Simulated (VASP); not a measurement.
# HfMoC2 (P4/mmm) in VASP: further runs

The runs below take HfMoC2 through single point, with r2SCAN0, PBEsol.

Everything below comes from runs of VASP 6.6.1. Logs are shortened: lines on timing, memory, paths and dates and some standing lists are left out, and cuts for length are marked.

### 1 The cell of the first run

It takes space group P4/mmm (No. 123, tetragonal). Conventional cell: a = 3.191 Å, b = 3.191 Å, c = 4.485 Å, α = 90.00°, β = 90.00°, γ = 90.00°. Within 3.0 Å of Hf (site symmetry 4/mmm) lie 6 C at 2.24 to 2.26 Å. Mo (site symmetry 4/mmm) has 6 C at 2.24 to 2.26 Å within 3.0 Å. C (site symmetry 4/mmm) has 2 Mo at 2.24 Å and 4 Hf at 2.26 Å within 3.0 Å. C (site symmetry 4/mmm) has 2 Hf at 2.24 Å and 4 Mo at 2.26 Å within 3.0 Å.

### 2 Single point, r2SCAN0

The input, POSCAR:

```
HfMoC2
1.0
    3.1914230000      0.0000000000      0.0000000000
    0.0000000000      3.1914230000      0.0000000000
    0.0000000000      0.0000000000      4.4851640000
Hf Mo C
1 1 2
Direct
    0.0000000000      0.0000000000      0.0000000000
    0.5000000000      0.5000000000      0.5000000000
    0.5000000000      0.5000000000      0.0000000000
    0.0000000000      0.0000000000      0.5000000000
```

The input, INCAR.step1:

```
SYSTEM = HfMoC2
ALGO = Normal
EDIFF = 1E-5
ENCUT = 520
GGA = PE
ISIF = 2
ISMEAR = -1
LASPH = .TRUE.
LREAL = .FALSE.
LWAVE = .TRUE.
NBANDS = 24
NELM = 100
PREC = Accurate
SIGMA = 0.05
```

The input, INCAR.step2:

```
SYSTEM = HfMoC2
AEXX = 0.25
ALGO = Normal
EDIFF = 1E-6
ENCUT = 520
ISIF = 2
ISMEAR = -1
ISTART = 1
LASPH = .TRUE.
LCHARG = .TRUE.
LELF = .TRUE.
LHFCALC = .TRUE.
LMIXTAU = .TRUE.
LREAL = .FALSE.
LVHAR = .TRUE.
LWAVE = .FALSE.
METAGGA = R2SCAN
NBANDS = 24
NELM = 100
PREC = Accurate
PRECFOCK = Normal
SIGMA = 0.05
```

The input, KPOINTS:

```
k-points
0
G
  5 5 4
  0 0 0
```

Potentials or basis: VASP PAW PBE potentials, release 64 (Hf_pv, Mo_sv, C).

Launch:

```bash
$ cat potpaw_PBE.64/Hf_pv/POTCAR potpaw_PBE.64/Mo_sv/POTCAR potpaw_PBE.64/C/POTCAR > POTCAR
$ cp INCAR.step1 INCAR
$ mpirun -np 1 vasp_std > vasp.out
$ cp INCAR.step2 INCAR
$ mpirun -np 1 vasp_std > vasp.out
```

OUTCAR:

```text
SYSTEM = HfMoC2
   AEXX = 0.25
   EDIFF = 1E-6
   ENCUT = 520
   ISIF = 2
   ISMEAR = -1
   ISTART = 1
   LASPH = .TRUE.
   LHFCALC = .TRUE.
   LREAL = .FALSE.
   METAGGA = R2SCAN
   NELM = 100
   PREC = Accurate
   PRECFOCK = Normal

 ion  position               nearest neighbor table
   1  0.000  0.000  0.000-   4 2.24   4 2.24   3 2.26   3 2.26   3 2.26   3 2.26   2 3.18   2 3.18
                             2 3.18   2 3.18   2 3.18   2 3.18   2 3.18   2 3.18
   2  0.500  0.500  0.500-   3 2.24   3 2.24   4 2.26   4 2.26   4 2.26   4 2.26   1 3.18   1 3.18
                             1 3.18   1 3.18   1 3.18   1 3.18   1 3.18   1 3.18
   3  0.500  0.500  0.000-   2 2.24   2 2.24   1 2.26   1 2.26   1 2.26   1 2.26
   4  0.000  0.000  0.500-   1 2.24   1 2.24   2 2.26   2 2.26   2 2.26   2 2.26

  LATTYP: Found a simple tetragonal cell.
 ALAT       =     3.1914230000
 C/A-ratio  =     1.4053806092

  Lattice vectors:

 A1 = (   3.1914230000,   0.0000000000,   0.0000000000)
 A2 = (   0.0000000000,   3.1914230000,   0.0000000000)
 A3 = (   0.0000000000,   0.0000000000,   4.4851640000)

Analysis of symmetry for initial positions (statically):
=====================================================================
 Subroutine PRICEL returns:
 Original cell was already a primitive cell.

 Routine SETGRP: Setting up the symmetry group for a
 simple tetragonal supercell.

 Subroutine GETGRP returns: Found 16 space group operations
 (whereof 16 operations were pure point group operations)
 out of a pool of 16 trial point group operations.

The static configuration has the point symmetry D_4h.

Analysis of symmetry for dynamics (positions and initial velocities):
=====================================================================
 Subroutine PRICEL returns:
 Original cell was already a primitive cell.

 Routine SETGRP: Setting up the symmetry group for a
 simple tetragonal supercell.

 Subroutine GETGRP returns: Found 16 space group operations
 (whereof 16 operations were pure point group operations)
 out of a pool of 16 trial point group operations.

The dynamic configuration has the point symmetry D_4h.

 Subroutine INISYM returns: Found 16 space group operations
 (whereof 16 operations are pure point group operations),
 and found     1 'primitive' translations

----------------------------------------------------------------------------------------

                                     Primitive cell

  volume of cell :      45.6822

  direct lattice vectors                    reciprocal lattice vectors
     3.191423000  0.000000000  0.000000000     0.313339849  0.000000000  0.000000000
     0.000000000  3.191423000  0.000000000     0.000000000  0.313339849  0.000000000
     0.000000000  0.000000000  4.485164000     0.000000000  0.000000000  0.222957288

  length of vectors
     3.191423000  3.191423000  4.485164000     0.313339849  0.313339849  0.222957288

  position of ions in fractional coordinates (direct lattice)
     0.000000000  0.000000000  0.000000000
     0.500000000  0.500000000  0.500000000
     0.500000000  0.500000000  0.000000000
     0.000000000  0.000000000  0.500000000

  ion indices of the primitive-cell ions
   primitive index   ion index
                 1           1
                 2           2
                 3           3
                 4           4

----------------------------------------------------------------------------------------

 KPOINTS: k-points

Automatic generation of k-mesh.
 Grid dimensions read from file:
 generate k-points for:    5    5    4

 Generating k-lattice:

  Cartesian coordinates                     Fractional coordinates (reciprocal lattice)
     0.062667970  0.000000000  0.000000000     0.200000000  0.000000000  0.000000000
     0.000000000  0.062667970  0.000000000     0.000000000  0.200000000  0.000000000
     0.000000000  0.000000000  0.055739322     0.000000000  0.000000000  0.250000000

  Length of vectors
     0.062667970  0.062667970  0.055739322

  Shift w.r.t. Gamma in fractional coordinates (k-lattice)
     0.000000000  0.000000000  0.000000000

 Subroutine IBZKPT returns following result:
 ===========================================

 Found     18 irreducible k-points:

 Following reciprocal coordinates:
            Coordinates               Weight
  0.000000  0.000000  0.000000      1.000000
  0.200000  0.000000  0.000000      4.000000
  0.400000  0.000000  0.000000      4.000000
  0.200000  0.200000  0.000000      4.000000
  0.400000  0.200000  0.000000      8.000000
  0.400000  0.400000  0.000000      4.000000
[... 10 lines left out ...]
  0.400000  0.200000  0.500000      8.000000
  0.400000  0.400000  0.500000      4.000000
   k-points           NKPTS =     18   k-points in BZ     NKDIM =    100   number of bands    NBANDS=     24
   number of dos      NEDOS =    301   number of ions     NIONS =      4
   total plane-waves  NPLWV =  20736
   dimension x,y,z NGX =    24 NGY =   24 NGZ =   36
   dimension x,y,z NGXF=    48 NGYF=   48 NGZF=   72
   ions per type =               1   1   2
   NGX,Y,Z   is equivalent  to a cutoff of  12.50, 12.50, 13.34 a.u.
   NGXF,Y,Z  is equivalent  to a cutoff of  25.00, 25.00, 26.69 a.u.
 SYSTEM =  HfMoC2
   PREC   = accura    normal or accurate (medium, high low for compatibility)
   ISTART =      1    job   : 0-new  1-cont  2-samecut
   ICHARG =      0    charge: 1-file 2-atom 10-const
   ISPIN  =      1    spin polarized calculation?
   LNONCOLLINEAR =      F non collinear calculations
   LSORBIT =      F    spin-orbit coupling
   LASPH  =      T    aspherical Exc in radial PAW
   ENCUT  =  520.0 eV  38.22 Ry    6.18 a.u.   5.93  5.93  8.34*2*pi/ulx,y,z
   NELM   =    100;   NELMIN=  2; NELMDL=  0     # of ELM steps
   EDIFF  = 0.1E-05   stopping-criterion for ELM
   LREAL  =      F    real-space projection
   EDIFFG = 0.1E-04   stopping-criterion for IOM
   NSW    =      0    number of steps for IOM
   IBRION =     -1    ionic relax: 0-MD 1-quasi-New 2-CG
   NFREE  =      0    steps in history (QN), initial steepest desc. (CG)
   ISIF   =      2    stress and relaxation
   ISYM   =      3    0-nonsym 1-usesym 2-fastsym
   POTIM  = 0.5000    time-step for ionic-motion
   TEBEG  =    0.0;   TEEND  =   0.0 temperature during run
   PSTRESS=    0.0 pullay stress
   NELECT =      32.0000    total number of electrons
   NUPDOWN=      -1.0000    fix difference up-down
   EMIN   =  10.00;   EMAX   =-10.00  energy-range for DOS
   EFERMI =   0.00;   METHOD = LEGACY
   ISMEAR =    -1;   SIGMA  =   0.05  broadening in eV -4-tet -1-fermi 0-gaus
   EFERMI_NEDOS =   21; number of points for ismear=-14 and -15
   IALGO  =     38    algorithm
   IMIX   =      1    mixing-type and parameters
     AMIX     =   0.40;   BMIX     =  1.00
     AMIX_MAG =   1.60;   BMIX_MAG =  1.00
  volume/ion in A,a.u.               =      11.42        77.07
  Fermi-wavevector in a.u.,A,eV,Ry     =   1.453927  2.747523 28.761388  2.113902
  Thomas-Fermi vector in A             =   2.571136
   LORBIT       =      0    0 simple, 1 ext, 2 COOP (PROOUT), +10 PAW based schemes
   METAGGA = R2SCAN    functional components
   LHFCALC =     T    Hartree Fock is set to
   PRECFOCK=normal    Normal, Fast or Accurate (Low or Medium for compatibility)
   ENCUT4O =  -1.0   cutoff for four orbital integrals eV
   NKREDX  =     1    reduce k-point grid by
   NKREDY  =     1    reduce k-point grid by
   NKREDZ  =     1    reduce k-point grid by
   AEXX    =    0.2500 exact exchange contribution
   HFSCREEN=    0.0000 screening length (either q_TF or 0.3 A-1)
   HFSCREENC=   0.0000 screening length for correlation (either q_TF or 0.3 A-1)
   ENCUTFOCK=  -1.0 apply spherical cutoff to Coloumb kernel
   IVDW    =     0    specifies the selected vdW correction
   LEPSILON=     F    determine dielectric tensor
   LRPA    =     F    only Hartree local field effects (RPA)
 non-spin polarized calculation
  energy-cutoff  :      520.00
  volume of cell :       45.68
 maximum number of plane-waves:      1246
 NGX is ok and might be reduce to    24
  NGX = 18; NGY = 18; NGZ = 28

 number of electron      32.0000000 magnetization

 Free energy of the ion-electron system (eV)
  ---------------------------------------------------
  ext. energy  EPLUGINS =         0.00000000
  ---------------------------------------------------
  free energy    TOTEN  =       -89.85318309 eV

  energy without entropy =      -89.84861535  energy(sigma->0) =      -89.85089922

 E-fermi :   9.6603     XC(G=0): -10.7377

 val. band max:        9.1063562940   @ k =   0.0000   0.0000   0.0000
 cond. band min:       9.7155580431   @ k =   0.2000   0.0000   0.2500
 fundamental gap:      0.6092017490
 Fermi energy:         9.6603052981

 k-point     1 :       0.0000    0.0000    0.0000
  band No.  band energies     occupation
      1     -58.8234      2.00000
      2     -30.9102      2.00000
      3     -30.8613      2.00000
      4     -30.8613      2.00000
      5     -24.6113      2.00000
      6     -24.2582      2.00000
[... 16 lines left out ...]
     23      15.3018      0.00000
     24      15.3018      0.00000

 k-point     2 :       0.2000    0.0000    0.0000
  band No.  band energies     occupation
      1     -58.8159      2.00000
      2     -30.9691      2.00000
      3     -30.8978      2.00000
      4     -30.8465      2.00000
      5     -24.6013      2.00000
      6     -24.4679      2.00000
[... 16 lines left out ...]
     23      15.2513      0.00000
     24      17.5404      0.00000

 k-point     3 :       0.4000    0.0000    0.0000
  band No.  band energies     occupation
      1     -58.8037      2.00000
      2     -31.1419      2.00000
      3     -30.8768      2.00000
      4     -30.8221      2.00000
      5     -24.7872      2.00000
      6     -24.5849      2.00000
[... 16 lines left out ...]
     23      17.2394      0.00000
     24      17.3749      0.00000
[... 352 lines left out ...]
 k-point    17 :       0.4000    0.2000    0.5000
  band No.  band energies     occupation
      1     -58.7963      2.00000
      2     -31.1345      2.00000
      3     -30.9323      2.00000
      4     -30.8725      2.00000
      5     -24.7286      2.00000
      6     -24.5725      2.00000
[... 16 lines left out ...]
     23      17.9743      0.00000
     24      18.9238      0.00000

 k-point    18 :       0.4000    0.4000    0.5000
  band No.  band energies     occupation
      1     -58.7836      2.00000
      2     -31.1053      2.00000
      3     -31.1031      2.00000
      4     -30.8500      2.00000
      5     -24.6830      2.00000
      6     -24.6808      2.00000
[... 16 lines left out ...]
     23      17.3349      0.00000
     24      18.3449      0.00000

------------------------ aborting loop because EDIFF is reached ----------------------------------------

  FORCE on cell =-STRESS in cart. coord.  units (eV):
  Direction    XX          YY          ZZ          XY          YZ          ZX
  --------------------------------------------------------------------------------------
  -------------------------------------------------------------------------------------
  Total       -3.4172801     -3.4172801     -1.0809711      0.0000000      0.0000000     -0.0000000
  in kB     -119.8516719   -119.8516719    -37.9120782      0.0000000      0.0000000     -0.0000000
  external PRESSURE =     -92.5384740 kB  Pullay stress =       0.0000000 kB

 VOLUME and BASIS-vectors are now :
 -----------------------------------------------------------------------------
  energy-cutoff  :      520.00
  volume of cell :       45.68
      direct lattice vectors                 reciprocal lattice vectors
     3.191423000  0.000000000  0.000000000     0.313339849  0.000000000  0.000000000
     0.000000000  3.191423000  0.000000000     0.000000000  0.313339849  0.000000000
     0.000000000  0.000000000  4.485164000     0.000000000  0.000000000  0.222957288

 POSITION                                       TOTAL-FORCE (eV/Angst)
 -----------------------------------------------------------------------------------
      0.00000      0.00000      0.00000         0.000000      0.000000      0.000000
      1.59571      1.59571      2.24258         0.000000      0.000000      0.000000
      1.59571      1.59571      0.00000         0.000000      0.000000      0.000000
      0.00000      0.00000      2.24258         0.000000      0.000000      0.000000
 -----------------------------------------------------------------------------------
    total drift:                                0.000001      0.000000     -0.000000

  FREE ENERGIE OF THE ION-ELECTRON SYSTEM (eV)
  ---------------------------------------------------
  free  energy   TOTEN  =       -89.8531830903 eV

  energy  without entropy=      -89.8486153462  energy(sigma->0) =      -89.85089922
```

It took 1.9 h on 1 thread of Intel Xeon Platinum 8375C at 2.90GHz (Ice Lake), shared host; peak memory 0.19 GiB.

Results:

| Property | Result |
| --- | --- |
| Free energy | -89.8532 eV |
| Pressure | -9.3 GPa |
| Band gap on the k mesh | zero (bands 16 and 17 overlap by 2.87 eV) |

Levels at points of the mesh, in eV from the Fermi level:
| k point | band 13 | band 14 | band 15 | band 16 | band 17 | band 18 | band 19 | band 20 |
| --- | --- | --- | --- | --- | --- | --- | --- | --- |
| (0.00, 0.00, 0.00) | -2.38 | -2.24 | -2.24 | -1.14 | -0.65 | -0.58 | -0.55 | -0.55 |
| (0.00, 0.00, 0.50) | -3.44 | -3.44 | -2.89 | -2.89 | -1.73 | -1.00 | 2.70 | 2.70 |

Caveat: the k points lie up to 0.39 Å⁻¹ apart, too coarse for converged energies and pressures of a metal; the PAW data sets were made with another functional, which shifts forces and pressure a little; spin-orbit coupling is left out, which moves the levels of the heavy elements.

### 3 Single point, PBEsol, non-collinear spin, zero start, spin-orbit coupling

The input, INCAR:

```
PREC     = Accurate       # precision mode
ENCUT    = 520            # plane-wave cutoff, eV
EDIFF    = 1E-6           # SCF threshold, eV
ISMEAR   = -1             # smearing method
SIGMA    = 0.05           # smearing width, eV
LREAL    = F              # projectors in reciprocal space
LASPH    = T              # aspherical terms in the spheres
NELM     = 150            # most SCF steps
ALGO     = Normal         # electronic algorithm
ISIF     = 2              # what is computed and relaxed
LWAVE    = F              # write WAVECAR
LCHARG   = F              # write CHGCAR
MAGMOM   = 0 0 0 0 0 0 0 0 0 0 0 0 # initial moments
LORBIT   = 11             # projections on sites
LSORBIT  = T              # spin-orbit coupling
GGA_COMPAT= F            
LORBMOM  = T            
LMAXMIX  = 4              # l up to which the mixer works
GGA      = PS             # functional
NBANDS   = 46             # bands
```

The input, KPOINTS:

```
Automatic mesh
0
Gamma
  8 8 6
```

POSCAR is that of step 2.

Potentials or basis: VASP PAW PBE potentials, release 64 (Hf_pv, Mo_sv, C).

Launch:

```bash
$ cat potpaw_PBE.64/Hf_pv/POTCAR potpaw_PBE.64/Mo_sv/POTCAR potpaw_PBE.64/C/POTCAR > POTCAR
$ mpirun -np 1 vasp_ncl > vasp.out
```

Wall time 7.3 min (1 thread of Oxide Virtual Turin-like, shared host); peak memory 0.33 GiB.

It converged, with:

* Free energy: -44.0958 eV
* Pressure: -8.9 GPa
* Net moment: 0.00 μB per cell
* Valence electrons inside the program's atomic spheres: Hf 8.92; Mo 12.32; C 2.39, 2.36

Stress tensor (GPa, compression positive):
```
 -7.45   0.00   0.00
  0.00  -7.45   0.00
  0.00   0.00 -11.76
```

Moments on the atoms (μB; x, y, z):
```
Hf  0.00 0.00 0.00
Mo  0.00 0.00 0.00
C   0.00 0.00 0.00
C   0.00 0.00 0.00
```

Caveat: the cell stands under tension; the PAW data sets were made with another functional, which shifts forces and pressure a little.

The gap in the log of VASP goes by the Fermi energy; the results here count the filled bands.